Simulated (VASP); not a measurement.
Set up this calculation in VASP 6.6.1, as the native input.

```yaml
Task: single point
Functional: PBE
Potentials_or_basis: VASP PAW PBE potentials, release 64 (Mo_sv, Ir)
Cutoff: 520 eV
k_mesh: 8 × 8 × 8
Occupations: gaussian, width 0.1 eV
Spin: collinear spin
Starting_moments: "[3.17, 0.0, -0.14, -0.14, -0.14] μB"
Dipole_correction: no
Further_INCAR_settings: ALGO = Normal; EDIFF = 1e-06; NBANDS = 37
```

The structure of MoIr4 lies in POSCAR:

```
MoIr4
1.0
    4.7110115971      0.0000000000      0.0000000000
    0.0000000000      4.7110115971      0.0000000000
    0.0000000000      0.0000000000      4.7110115971
Mo Ir
1 4
Direct
    0.5000000000      0.5000000000      0.5000000000
    0.0000000000      0.0000000000      0.0000000000
    0.5000000000      0.0000000000      0.0000000000
    0.0000000000      0.5000000000      0.0000000000
    0.0000000000      0.0000000000      0.5000000000
```

The cell was generated, and may not be a known phase.

One way to write it, as run:

INCAR

```
SYSTEM = MoIr4
PREC     = Accurate       ! precision mode
ENCUT    = 520            ! plane-wave cutoff, eV
EDIFF    = 1E-6           ! SCF threshold, eV
ISMEAR   = 0              ! smearing method
SIGMA    = 0.1            ! smearing width, eV
LREAL    = .False.        ! projectors in reciprocal space
LASPH    = .True.         ! aspherical terms in the spheres
NELM     = 150            ! most SCF steps
ALGO     = Normal         ! electronic algorithm
ISIF     = 2              ! what is computed and relaxed
LWAVE    = .False.        ! write WAVECAR
LCHARG   = .False.        ! write CHGCAR
ISPIN    = 2              ! spin polarisation
MAGMOM   = 3.17 0 -0.14 -0.14 -0.14 ! initial moments
LORBIT   = 11             ! projections on sites
LMAXMIX  = 4              ! l up to which the mixer works
GGA      = PE             ! functional
NBANDS   = 37             ! bands
```

KPOINTS

```
regular mesh
0
Gamma
  8 8 8
  0 0 0
```

Potentials or basis: VASP PAW PBE potentials, release 64 (Mo_sv, Ir).

The run is started by

```bash
$ cat potpaw_PBE.64/Mo_sv/POTCAR potpaw_PBE.64/Ir/POTCAR > POTCAR
$ mpirun -np 1 vasp_std > vasp.out
```

It gave:

```json
{
  "Pressure": "-0.2 GPa",
  "Net moment": "3.30 μB per cell",
  "Site moments": "Mo +2.85; Ir +0.05, -0.05 (each value once) μB",
  "Valence electrons inside the program's atomic spheres": "Mo 11.84; Ir 8.97, 8.10 (each value once)"
}
```

It took 3 min on 1 thread of Intel(R) Xeon(R) Platinum 8559C (Emerald Rapids), with other jobs on the host, peak memory 0.37 GiB.
